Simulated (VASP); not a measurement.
Wanted: the native input for a VASP 6.6.1 run.

```yaml
Task: single point
Functional: PBE
Potentials_or_basis: VASP PAW PBE potentials, release 64 (Si, C)
Cutoff: 520 eV
k_mesh: 2 × 2 × 2
Occupations: gaussian, width 0.01 eV
Spin: no spin polarisation
Dipole_correction: no
Further_INCAR_settings: LREAL = Auto; ALGO = Normal; EDIFF = 1e-06; NBANDS = 86
```

The structure of SiC lies in POSCAR:

```
SiC
1.0
    6.1882403624     -0.0000000001      0.0000000000
   -3.0941201812     -5.3591733585      0.0000000000
    0.0000000000      0.0000000000    -10.1293391981
Si C
16 16
Direct
    0.1666666667      0.3333333333      0.0621558122
    0.6666666667      0.3333333333      0.0621558122
    0.1666666667      0.8333333333      0.0621558122
    0.6666666667      0.8333333333      0.0621558122
    0.8333333333      0.1666666667      0.5621558122
    0.3333333333      0.1666666667      0.5621558122
    0.8333333333      0.6666666667      0.5621558122
    0.3333333333      0.6666666667      0.5621558122
    0.0000000000      0.5000000000      0.3121004435
    0.5000000000      0.5000000000      0.3121004435
    0.0000000000      1.0000000000      0.3121004435
    0.5000000000      1.0000000000      0.3121004435
    0.0000000000      0.5000000000      0.8121004435
    0.5000000000      0.5000000000      0.8121004435
    0.0000000000      1.0000000000      0.8121004435
    0.5000000000      1.0000000000      0.8121004435
    0.1666666667      0.3333333333      0.2501925541
    0.6666666667      0.3333333333      0.2501925541
    0.1666666667      0.8333333333      0.2501925541
    0.6666666667      0.8333333333      0.2501925541
    0.8333333333      0.1666666667      0.7501925541
    0.3333333333      0.1666666667      0.7501925541
    0.8333333333      0.6666666667      0.7501925541
    0.3333333333      0.6666666667      0.7501925541
    0.0000000000      0.0000000000      0.4995521901
    0.5000000000      0.0000000000      0.4995521901
    0.0000000000      0.5000000000      0.4995521901
    0.5000000000      0.5000000000      0.4995521901
    0.0000000000      0.0000000000      0.9995521901
    0.5000000000      0.0000000000      0.9995521901
    0.0000000000      0.5000000000      0.9995521901
    0.5000000000      0.5000000000      0.9995521901
```

These files were run (other wordings do the same):

INCAR

```
ALGO     = Normal         # electronic algorithm
EDIFF    = 1E-6           # SCF threshold, eV
ENCUT    = 520            # plane-wave cutoff, eV
GGA      = PE             # functional
ISIF     = 2              # what is computed and relaxed
ISMEAR   = 0              # smearing method
LASPH    = T              # aspherical terms in the spheres
LCHARG   = F              # write CHGCAR
LREAL    = Auto         
LWAVE    = F              # write WAVECAR
NBANDS   = 86             # bands
NELM     = 80             # most SCF steps
PREC     = Accurate       # precision mode
SIGMA    = 0.01           # smearing width, eV
```

KPOINTS

```
k-points
0
Gamma
  2 2 2
```

Potentials or basis: VASP PAW PBE potentials, release 64 (Si, C).

Run with:

```bash
$ cat potpaw_PBE.64/Si/POTCAR potpaw_PBE.64/C/POTCAR > POTCAR
$ mpirun -np 1 vasp_std > vasp.out
```

It gave:

```json
{
  "Pressure": "0.1 GPa",
  "Largest force": "0.038 eV/Å",
  "Band gap on the k mesh": "2.20 eV"
}
```

Caveat: the k points lie up to 0.59 Å⁻¹ apart.

Wall time 110 s on 1 thread of Intel(R) Xeon(R) 6975P-C (Granite Rapids), with other jobs on the host, peak memory 0.43 GiB.
